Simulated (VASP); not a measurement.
# B26SbP27 (a cell with a defect) in VASP: single point with PBE

Aim: the single point of B26SbP27 (a cell with a defect) with PBE.

Program: VASP 6.6.1. These are calculated values, not measurements. Logs are shortened: lines on timing, memory, paths and dates and some standing lists are left out, and cuts for length are marked.

### Step 1. The cell of the first run

The cell holds a defect, 54 atoms: a = 9.627 Å, b = 9.627 Å, c = 9.627 Å, α = 60.00°, β = 60.00°, γ = 60.00°.

### Step 2. Single point, PBE

File INCAR:

```
ALGO = Normal
EDIFF = 1E-6
ENCUT = 420
GGA = PE
GGA_COMPAT = False
ISIF = 2
ISMEAR = -1
LASPH = True
LCHARG = True
LELF = True
LREAL = Auto
LVHAR = True
LWAVE = False
NBANDS = 142
NELM = 120
PREC = Accurate
SIGMA = 0.01
```

File KPOINTS:

```
k-points
0
Gamma
  3 3 3
```

File POSCAR:

```
B26SbP27
1.0
    0.0000000000      6.8070000000      6.8070000000
    6.8070000000      0.0000000000      6.8070000000
    6.8070000000      6.8070000000      0.0000000000
Sb B P
1 26 27
Direct
    0.0000000000      0.0000000000      0.0000000000
   -0.0010889441     -0.0010889441      0.3398501716
   -0.0010889441     -0.0010889441      0.6623277167
   -0.0010889441      0.3398501716     -0.0010889441
   -0.0006705971      0.3335568657      0.3335568657
   -0.0010889441      0.3398501716      0.6623277167
   -0.0010889441      0.6623277167     -0.0010889441
   -0.0010889441      0.6623277167      0.3398501716
   -0.0000793510      0.6666931170      0.6666931170
    0.3398501716     -0.0010889441     -0.0010889441
    0.3335568657     -0.0006705971      0.3335568657
    0.3398501716     -0.0010889441      0.6623277167
    0.3335568657      0.3335568657     -0.0006705971
    0.3335568657      0.3335568657      0.3335568657
    0.3336665375      0.3336665375      0.6663334625
    0.3398501716      0.6623277167     -0.0010889441
    0.3336665375      0.6663334625      0.3336665375
    0.3336665375      0.6663334625      0.6663334625
    0.6623277167     -0.0010889441     -0.0010889441
    0.6623277167     -0.0010889441      0.3398501716
    0.6666931170     -0.0000793510      0.6666931170
    0.6623277167      0.3398501716     -0.0010889441
    0.6663334625      0.3336665375      0.3336665375
    0.6663334625      0.3336665375      0.6663334625
    0.6666931170      0.6666931170     -0.0000793510
    0.6663334625      0.6663334625      0.3336665375
    0.6666931170      0.6666931170      0.6666931170
    0.1003000869      0.1003000869      0.1003000869
    0.0832484362      0.0832484362      0.4167515638
    0.1003000869      0.1003000869      0.6990997394
    0.0832484362      0.4167515638      0.0832484362
    0.0832484362      0.4167515638      0.4167515638
    0.0840064448      0.4166692319      0.7496621616
    0.1003000869      0.6990997394      0.1003000869
    0.0840064448      0.7496621616      0.4166692319
    0.0840064448      0.7496621616      0.7496621616
    0.4167515638      0.0832484362      0.0832484362
    0.4167515638      0.0832484362      0.4167515638
    0.4166692319      0.0840064448      0.7496621616
    0.4167515638      0.4167515638      0.0832484362
    0.4167356476      0.4167356476      0.4167356476
    0.4167356476      0.4167356476      0.7497930573
    0.4166692319      0.7496621616      0.0840064448
    0.4167356476      0.7497930573      0.4167356476
    0.4166692319      0.7496621616      0.7496621616
    0.6990997394      0.1003000869      0.1003000869
    0.7496621616      0.0840064448      0.4166692319
    0.7496621616      0.0840064448      0.7496621616
    0.7496621616      0.4166692319      0.0840064448
    0.7497930573      0.4167356476      0.4167356476
    0.7496621616      0.4166692319      0.7496621616
    0.7496621616      0.7496621616      0.0840064448
    0.7496621616      0.7496621616      0.4166692319
    0.7500000000      0.7500000000      0.7500000000
```

Potentials or basis: VASP PAW PBE potentials, release 64 (Sb, B, P).

Started as:

```bash
cat potpaw_PBE.64/Sb/POTCAR potpaw_PBE.64/B/POTCAR potpaw_PBE.64/P/POTCAR > POTCAR
mpirun -np 1 vasp_std > vasp.out
```

OUTCAR:

```text
EDIFF = 1E-6
   ENCUT = 420
   GGA = PE
   ISIF = 2
   ISMEAR = -1
   LASPH = True
   LREAL = Auto
   NELM = 120
   PREC = Accurate

 ion  position               nearest neighbor table
   1  0.000  0.000  0.000-  30 2.37  34 2.37  46 2.37  28 2.37
   2  0.999  0.999  0.340-  28 1.92  29 1.93  35 1.96  47 1.96
   3  0.999  0.999  0.662-  30 1.92  29 1.93  36 1.96  48 1.96
   4  0.999  0.340  0.999-  28 1.92  31 1.93  33 1.96  49 1.96
   5  0.999  0.334  0.334-  50 1.96  31 1.97  29 1.97  32 1.97
   6  0.999  0.340  0.662-  30 1.92  32 1.93  33 1.96  51 1.96
[... 34 lines left out ...]
  41  0.417  0.417  0.417-  14 1.96  15 1.96  17 1.96  23 1.96
  42  0.417  0.417  0.750-  13 1.96  18 1.96  24 1.96  15 1.96
  43  0.417  0.750  0.084-  16 1.96  10 1.96  17 1.96  25 1.97
  44  0.417  0.750  0.417-  11 1.96  18 1.96  26 1.96  17 1.96
  45  0.417  0.750  0.750-  12 1.96  16 1.96  18 1.96  27 1.97
  46  0.699  0.100  0.100-  19 1.92  20 1.92  22 1.92   1 2.37  38 2.89  40 2.89  37 2.89
  47  0.750  0.084  0.417-  20 1.96   2 1.96  23 1.96  21 1.97
  48  0.750  0.084  0.750-   3 1.96  19 1.96  24 1.96  21 1.97
  49  0.750  0.417  0.084-  22 1.96   4 1.96  23 1.96  25 1.97
  50  0.750  0.417  0.417-   5 1.96  24 1.96  26 1.96  23 1.96
  51  0.750  0.417  0.750-   6 1.96  22 1.96  24 1.96  27 1.97
  52  0.750  0.750  0.084-   7 1.96  19 1.96  26 1.96  25 1.97
  53  0.750  0.750  0.417-   8 1.96  20 1.96  26 1.96  27 1.97
  54  0.750  0.750  0.750-  27 1.96  21 1.96  25 1.96   9 1.96

  LATTYP: Found a face centered cubic cell.
 ALAT       =    13.6140000000

  Lattice vectors:

 A1 = (   0.0000000000,   6.8070000000,   6.8070000000)
 A2 = (   6.8070000000,   0.0000000000,   6.8070000000)
 A3 = (   6.8070000000,   6.8070000000,   0.0000000000)

Analysis of symmetry for initial positions (statically):
=====================================================================
 Subroutine PRICEL returns:
 Original cell was already a primitive cell.

 Routine SETGRP: Setting up the symmetry group for a
 face centered cubic supercell.

 Subroutine GETGRP returns: Found 24 space group operations
 (whereof 24 operations were pure point group operations)
 out of a pool of 48 trial point group operations.

The static configuration has the point symmetry T_d .

Analysis of symmetry for dynamics (positions and initial velocities):
=====================================================================
 Subroutine PRICEL returns:
 Original cell was already a primitive cell.

 Routine SETGRP: Setting up the symmetry group for a
 face centered cubic supercell.

 Subroutine GETGRP returns: Found 24 space group operations
[... 193 lines left out ...]
   ISYM   =      2    0-nonsym 1-usesym 2-fastsym
   POTIM  = 0.5000    time-step for ionic-motion
   TEBEG  =    0.0;   TEEND  =   0.0 temperature during run
   PSTRESS=    0.0 pullay stress
   NELECT =     218.0000    total number of electrons
   NUPDOWN=      -1.0000    fix difference up-down
   EMIN   =  10.00;   EMAX   =-10.00  energy-range for DOS
   EFERMI =   0.00;   METHOD = LEGACY
   ISMEAR =    -1;   SIGMA  =   0.01  broadening in eV -4-tet -1-fermi 0-gaus
   EFERMI_NEDOS =   21; number of points for ismear=-14 and -15
   IALGO  =     38    algorithm
   IMIX   =      4    mixing-type and parameters
     AMIX     =   0.40;   BMIX     =  1.00
     AMIX_MAG =   1.60;   BMIX_MAG =  1.00
  volume/ion in A,a.u.               =      11.68        78.83
  Fermi-wavevector in a.u.,A,eV,Ry     =   1.148844  2.171001 17.957563  1.319844
  Thomas-Fermi vector in A             =   2.285517
   LORBIT       =      0    0 simple, 1 ext, 2 COOP (PROOUT), +10 PAW based schemes
   GGA     = PE    functional components
   LHFCALC =     F    Hartree Fock is set to
   AEXX    =    0.0000 exact exchange contribution
   IVDW    =     0    specifies the selected vdW correction
   LEPSILON=     F    determine dielectric tensor
   LRPA    =     F    only Hartree local field effects (RPA)
 non-spin polarized calculation
  energy-cutoff  :      420.00
  volume of cell :      630.81
 maximum number of plane-waves:     12339
   NGX = 33   NGY = 33   NGZ = 33

 number of electron     218.0000000 magnetization

 Free energy of the ion-electron system (eV)
  ---------------------------------------------------
  ext. energy  EPLUGINS =         0.00000000
  ---------------------------------------------------
  free energy    TOTEN  =      -339.69321785 eV

  energy without entropy =     -339.68821665  energy(sigma->0) =     -339.69071725

 E-fermi :   9.0252     XC(G=0): -11.0115

 val. band max:        9.0141948203   @ k =  -0.3333   0.3333   0.0000
 cond. band min:       9.1182991074   @ k =   0.0000   0.0000   0.0000
 fundamental gap:      0.1041042871
 Fermi energy:         9.0251808162

 k-point     1 :       0.0000    0.0000    0.0000
  band No.  band energies     occupation
      1      -7.8846      2.00000
      2      -6.1088      2.00000
      3      -6.1088      2.00000
      4      -6.1088      2.00000
      5      -6.0771      2.00000
      6      -5.7786      2.00000
[... 485 lines left out ...]
    120      11.0336      0.00000
    121      11.0415      0.00000
 [bands above 121 left out]

------------------------ aborting loop because EDIFF is reached ----------------------------------------

  FORCE on cell =-STRESS in cart. coord.  units (eV):
  Direction    XX          YY          ZZ          XY          YZ          ZX
  --------------------------------------------------------------------------------------
  -------------------------------------------------------------------------------------
  Total       25.4997349     25.4997349     25.4997349     -0.0000000      0.0000000      0.0000000
  in kB       64.7662871     64.7662871     64.7662871     -0.0000000      0.0000000      0.0000000
  external PRESSURE =      64.7662871 kB  Pullay stress =       0.0000000 kB

 VOLUME and BASIS-vectors are now :
 -----------------------------------------------------------------------------
  energy-cutoff  :      420.00
  volume of cell :      630.81
      direct lattice vectors                 reciprocal lattice vectors
     0.000000000  6.807000000  6.807000000    -0.073453798  0.073453798  0.073453798
     6.807000000  0.000000000  6.807000000     0.073453798 -0.073453798  0.073453798
     6.807000000  6.807000000  0.000000000     0.073453798  0.073453798 -0.073453798

 POSITION                                       TOTAL-FORCE (eV/Angst)
 -----------------------------------------------------------------------------------
      0.00000      0.00000      0.00000        -0.000000     -0.000000      0.000000
      9.11295      9.11295     13.59918         0.000981      0.000981      0.000070
     11.30805     11.30805     13.59918        -0.000981     -0.000981      0.000070
      9.11295     13.59918      9.11295         0.000981      0.000070      0.000981
      4.54104      9.07296      9.07296        -0.000851      0.000851      0.000851
      6.82182     11.30805      9.11295        -0.000070     -0.000981      0.000981
[... 46 lines left out ...]
      7.93922      7.93922     10.20590         0.000425      0.000425      0.001646
     10.21050     10.21050     10.21050        -0.000000     -0.000000      0.000000
 -----------------------------------------------------------------------------------
    total drift:                                0.000001      0.000001      0.000001

  FREE ENERGIE OF THE ION-ELECTRON SYSTEM (eV)
  ---------------------------------------------------
  free  energy   TOTEN  =      -339.6932178502 eV

  energy  without entropy=     -339.6882166465  energy(sigma->0) =     -339.69071725
```

It took 10 min on 1 thread of Intel Xeon Platinum 8488C (Sapphire Rapids), shared host; peak memory 0.63 GiB.

Results:

| Item | Value |
| --- | --- |
| Free energy | -339.6932 eV |
| Pressure | 6.5 GPa |
| Largest force | 0.079 eV/Å |
| Band gap on the k mesh | zero (band 109 reaches 9.01 eV, above the bottom of band 110 at 8.93 eV) |

Forces on the atoms (eV/Å):
```
Sb   0.000  0.000  0.000
B    0.001  0.001  0.000
B   -0.001 -0.001  0.000
B    0.001  0.000  0.001
B   -0.001  0.001  0.001
B    0.000 -0.001  0.001
B   -0.001  0.000 -0.001
B    0.000  0.001 -0.001
B    0.000  0.000  0.000
B    0.000  0.001  0.001
B    0.001 -0.001  0.001
B   -0.001  0.000  0.001
B    0.001  0.001 -0.001
B   -0.001 -0.001 -0.001
B    0.000  0.000  0.001
B   -0.001  0.001  0.000
B    0.000  0.001  0.000
B   -0.001  0.000  0.000
B    0.000 -0.001 -0.001
B    0.001  0.000 -0.001
B    0.000  0.000  0.000
B    0.001 -0.001  0.000
B    0.001  0.000  0.000
B    0.000 -0.001  0.000
B    0.000  0.000  0.000
B    0.000  0.000 -0.001
B    0.000  0.000  0.000
P    0.046  0.046  0.046
P    0.000  0.000 -0.004
P   -0.046 -0.046  0.046
P    0.000 -0.004  0.000
P    0.004  0.000  0.000
P    0.000  0.000 -0.002
P   -0.046  0.046 -0.046
P    0.000 -0.002  0.000
P    0.002  0.000  0.000
P   -0.004  0.000  0.000
P    0.000  0.004  0.000
P    0.000  0.000 -0.002
P    0.000  0.000  0.004
P    0.001  0.001  0.001
P   -0.001 -0.001  0.001
P    0.000 -0.002  0.000
P   -0.001  0.001 -0.001
P    0.002  0.000  0.000
P    0.046 -0.046 -0.046
P   -0.002  0.000  0.000
P    0.000  0.002  0.000
P   -0.002  0.000  0.000
P    0.001 -0.001 -0.001
P    0.000  0.002  0.000
P    0.000  0.000  0.002
P    0.000  0.000  0.002
P    0.000  0.000  0.000
```

Caveat: spin-orbit coupling is left out, which moves the levels of the heavy elements.
